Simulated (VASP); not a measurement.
Runs of VASP 6.6.1 on C. The structure is that of space group Fmmm (No. 69), or close to it. The cells are those of the table. 

```csv
cell,pressure (GPa),largest force (eV/Å)
"a = 4.019, b = 3.613, c = 2.488 Å, angles 80.1, 62.3, 37.6°, 2 atoms",(b),0.04
"a = 3.940, b = 3.542, c = 2.440 Å, angles 80.1, 62.3, 37.6°, 2 atoms",8.1,0.04
"a = 3.967, b = 3.566, c = 2.456 Å, angles 80.1, 62.3, 37.6°, 2 atoms",2.1,0.04
"a = 3.886, b = 3.493, c = 2.406 Å, angles 80.1, 62.3, 37.6°, 2 atoms",22.0,0.04
"a = 3.913, b = 3.518, c = 2.423 Å, angles 80.1, 62.3, 37.6°, 2 atoms",14.7,0.04
"a = 3.993, b = 3.590, c = 2.472 Å, angles 80.1, 62.3, 37.6°, 2 atoms",-3.4,0.04
"a = 4.044, b = 3.636, c = 2.504 Å, angles 80.1, 62.3, 37.6°, 2 atoms",(a),0.04
```

Alike in all rows: task single point; level PBEsol; potentials or basis VASP PAW PBE potentials, release 64 (C); no spin polarisation; k mesh 14 × 14 × 14; cutoff (eV) 520; smearing methfessel-paxton 0.15 eV.

Estimate the missing entries.

(a) -13.0; (b) -8.4.

Caveats: this functional lacks dispersion, which binds the layers, so the pressure and a relaxed spacing across them are unreliable; the PAW data sets were made with another functional, which shifts forces and pressure a little; the cell stands under tension (at least some runs); the cell stands under pressure (at least some runs).
